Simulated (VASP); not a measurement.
# SnTe (zincblende type) (F-43m) in VASP: further runs, part 2 of 2

VASP 6.6.1. The steps go on from the part before.

## (3) Electric field gradients, PBE (volume scaled by 1.02)

Input file INCAR:

```
PREC     = Accurate       # precision mode
ENCUT    = 520            # plane-wave cutoff, eV
EDIFF    = 1E-8           # SCF threshold, eV
ISMEAR   = -1             # smearing method
SIGMA    = 0.05           # smearing width, eV
LREAL    = F              # projectors in reciprocal space
LASPH    = T              # aspherical terms in the spheres
NELM     = 100            # most SCF steps
ALGO     = Normal         # electronic algorithm
ISIF     = 2              # what is computed and relaxed
LWAVE    = F              # write WAVECAR
LCHARG   = F              # write CHGCAR
GGA      = PE             # functional
LEFG     = T            
NBANDS   = 17             # bands
```

Input file KPOINTS:

```
Automatic mesh
0
Gamma
  9 9 9
```

Input file POSCAR:

```
SnTe
1.0
    0.0000000000      3.6306268013      3.6306268013
    3.6306268013      0.0000000000      3.6306268013
    3.6306268013      3.6306268013      0.0000000000
Sn Te
1 1
Direct
    0.0000000000      0.0000000000      0.0000000000
    0.2500000000      0.2500000000      0.2500000000
```

Potentials or basis: VASP PAW PBE potentials, release 64 (Sn_d, Te).

The run is started by

```
$ cat potpaw_PBE.64/Sn_d/POTCAR potpaw_PBE.64/Te/POTCAR > POTCAR
$ mpirun -np 1 vasp_std > vasp.out
```

OUTCAR:

```text
PREC = Accurate
   ENCUT = 520
   EDIFF = 1E-8
   ISMEAR = -1
   LREAL = F
   LASPH = T
   NELM = 100
   ISIF = 2
   GGA = PE

 ion  position               nearest neighbor table
   1  0.000  0.000  0.000-   2 3.14   2 3.14   2 3.14   2 3.14
   2  0.250  0.250  0.250-   1 3.14   1 3.14   1 3.14   1 3.14

  LATTYP: Found a face centered cubic cell.
 ALAT       =     7.2612536026

  Lattice vectors:

 A1 = (   0.0000000000,   3.6306268013,   3.6306268013)
 A2 = (   3.6306268013,   0.0000000000,   3.6306268013)
 A3 = (   3.6306268013,   3.6306268013,   0.0000000000)

Analysis of symmetry for initial positions (statically):
=====================================================================
 Subroutine PRICEL returns:
 Original cell was already a primitive cell.

 Routine SETGRP: Setting up the symmetry group for a
 face centered cubic supercell.

 Subroutine GETGRP returns: Found 24 space group operations
 (whereof 24 operations were pure point group operations)
 out of a pool of 48 trial point group operations.

The static configuration has the point symmetry T_d .

Analysis of symmetry for dynamics (positions and initial velocities):
=====================================================================
 Subroutine PRICEL returns:
 Original cell was already a primitive cell.

 Routine SETGRP: Setting up the symmetry group for a
 face centered cubic supercell.

 Subroutine GETGRP returns: Found 24 space group operations
 (whereof 24 operations were pure point group operations)
 out of a pool of 48 trial point group operations.

The dynamic configuration has the point symmetry T_d .

 Subroutine INISYM returns: Found 24 space group operations
 (whereof 24 operations are pure point group operations),
 and found     1 'primitive' translations

----------------------------------------------------------------------------------------

                                     Primitive cell

  volume of cell :      95.7139

  direct lattice vectors                    reciprocal lattice vectors
     0.000000000  3.630626801  3.630626801    -0.137717267  0.137717267  0.137717267
     3.630626801  0.000000000  3.630626801     0.137717267 -0.137717267  0.137717267
     3.630626801  3.630626801  0.000000000     0.137717267  0.137717267 -0.137717267

  length of vectors
     5.134481662  5.134481662  5.134481662     0.238533303  0.238533303  0.238533303

  position of ions in fractional coordinates (direct lattice)
     0.000000000  0.000000000  0.000000000
     0.250000000  0.250000000  0.250000000

  ion indices of the primitive-cell ions
   primitive index   ion index
                 1           1
                 2           2

----------------------------------------------------------------------------------------

 KPOINTS: Automatic mesh

Automatic generation of k-mesh.
 Grid dimensions read from file:
 generate k-points for:    9    9    9

 Generating k-lattice:

[... 62 lines left out ...]
   LREAL  =      F    real-space projection
   EDIFFG = 0.1E-06   stopping-criterion for IOM
   NSW    =      0    number of steps for IOM
   IBRION =     -1    ionic relax: 0-MD 1-quasi-New 2-CG
   NFREE  =      0    steps in history (QN), initial steepest desc. (CG)
   ISIF   =      2    stress and relaxation
   ISYM   =      2    0-nonsym 1-usesym 2-fastsym
   POTIM  = 0.5000    time-step for ionic-motion
   TEBEG  =    0.0;   TEEND  =   0.0 temperature during run
   PSTRESS=    0.0 pullay stress
   NELECT =      20.0000    total number of electrons
   NUPDOWN=      -1.0000    fix difference up-down
   EMIN   =  10.00;   EMAX   =-10.00  energy-range for DOS
   EFERMI =   0.00;   METHOD = LEGACY
   ISMEAR =    -1;   SIGMA  =   0.05  broadening in eV -4-tet -1-fermi 0-gaus
   EFERMI_NEDOS =   21; number of points for ismear=-14 and -15
   IALGO  =     38    algorithm
   IMIX   =      4    mixing-type and parameters
     AMIX     =   0.40;   BMIX     =  1.00
     AMIX_MAG =   1.60;   BMIX_MAG =  1.00
  volume/ion in A,a.u.               =      47.86       322.95
  Fermi-wavevector in a.u.,A,eV,Ry     =   0.971464  1.835800 12.840384  0.943742
  Thomas-Fermi vector in A             =   2.101683
   LORBIT       =      0    0 simple, 1 ext, 2 COOP (PROOUT), +10 PAW based schemes
   GGA     = PE    functional components
   LHFCALC =     F    Hartree Fock is set to
   AEXX    =    0.0000 exact exchange contribution
   IVDW    =     0    specifies the selected vdW correction
   LEPSILON=     F    determine dielectric tensor
   LRPA    =     F    only Hartree local field effects (RPA)
 non-spin polarized calculation
  energy-cutoff  :      520.00
  volume of cell :       95.71
 maximum number of plane-waves:      2637
 NGX is ok and might be reduce to    40
   NGX = 19   NGY = 19   NGZ = 19

 number of electron      19.9999994 magnetization

 Free energy of the ion-electron system (eV)
  ---------------------------------------------------
  ext. energy  EPLUGINS =         0.00000000
  ---------------------------------------------------
  free energy    TOTEN  =        -7.06289586 eV

  energy without entropy =       -7.06179830  energy(sigma->0) =       -7.06234708

 E-fermi :   3.1080     XC(G=0):  -7.3802

 val. band max:        2.9499688338   @ k =  -0.3333   0.4444   0.2222
 cond. band min:       3.2029282494   @ k =   0.4444   0.4444   0.0000
 fundamental gap:      0.2529594156
 Fermi energy:         3.1080340592

 k-point     1 :       0.0000    0.0000    0.0000
  band No.  band energies     occupation
      1     -18.7677      2.00000
      2     -18.7677      2.00000
      3     -18.7677      2.00000
      4     -18.7600      2.00000
      5     -18.7600      2.00000
      6      -8.4036      2.00000
[... 457 lines left out ...]
      4     -18.7606      2.00000
      5     -18.7592      2.00000
      6      -7.7032      2.00000
[... 9 lines left out ...]
     16      11.2675      0.00000
     17      11.3571      0.00000

 [... further k-points ...]
[... 5 lines left out ...]
  --------------------------------------------------------------------------------------
  -------------------------------------------------------------------------------------
  Total       -0.2694687     -0.2694687     -0.2694687      0.0000000     -0.0000000      0.0000000
  in kB       -4.5107008     -4.5107008     -4.5107008      0.0000000     -0.0000000      0.0000000
  external PRESSURE =      -4.5107008 kB  Pullay stress =       0.0000000 kB

 VOLUME and BASIS-vectors are now :
 -----------------------------------------------------------------------------
  energy-cutoff  :      520.00
  volume of cell :       95.71
      direct lattice vectors                 reciprocal lattice vectors
     0.000000000  3.630626801  3.630626801    -0.137717267  0.137717267  0.137717267
     3.630626801  0.000000000  3.630626801     0.137717267 -0.137717267  0.137717267
     3.630626801  3.630626801  0.000000000     0.137717267  0.137717267 -0.137717267

 POSITION                                       TOTAL-FORCE (eV/Angst)
 -----------------------------------------------------------------------------------
      0.00000      0.00000      0.00000         0.000000      0.000000      0.000000
      1.81531      1.81531      1.81531        -0.000000     -0.000000     -0.000000
 -----------------------------------------------------------------------------------
    total drift:                               -0.000000     -0.000000     -0.000000

  FREE ENERGIE OF THE ION-ELECTRON SYSTEM (eV)
  ---------------------------------------------------
  free  energy   TOTEN  =        -7.0628958562 eV

  energy  without entropy=       -7.0617983008  energy(sigma->0) =       -7.06234708

 Electric field gradients (V/A^2)
---------------------------------------------------------------------
 ion       V_xx      V_yy      V_zz      V_xy      V_xz      V_yz
---------------------------------------------------------------------
   1       0.000    -0.000     0.000     0.001     0.001     0.001
   2       0.000     0.000     0.000    -0.000    -0.000    -0.000
---------------------------------------------------------------------

 Electric field gradients after diagonalization (V/A^2)
 (convention: |V_zz| > |V_xx| > |V_yy|)
----------------------------------------------------------------------
 ion       V_xx      V_yy      V_zz     asymmetry (V_yy - V_xx)/ V_zz
----------------------------------------------------------------------
   1      -0.001    -0.001     0.002       0.000
   2       0.000     0.000    -0.000       0.000
----------------------------------------------------------------------

           NMR quadrupolar parameters

 Cq : quadrupolar parameter    Cq=e*Q*V_zz/h
 eta: asymmetry parameters     (V_yy - V_xx)/ V_zz
 Q  : nuclear electric quadrupole moment in mb (millibarn)
----------------------------------------------------------------------
 ion       Cq(MHz)       eta       Q (mb)
----------------------------------------------------------------------
   1       0.000       0.000       1.000
   2      -0.000       0.000       1.000
----------------------------------------------------------------------
```

It took 43 s on 1 thread of AMD EPYC 9R45 (Zen 5), shared host; peak memory 0.23 GiB.

Results:

```
Free energy            : -7.0629 eV
Pressure               : -0.5 GPa
Band gap on the k mesh : 0.25 eV, indirect (least direct gap 0.83 eV)
```

Caveat: without QUAD_EFG the Cq values of the log hold for a quadrupole moment of 1 mb, not for the nuclei; spin-orbit coupling is left out, which moves the levels of the heavy elements.
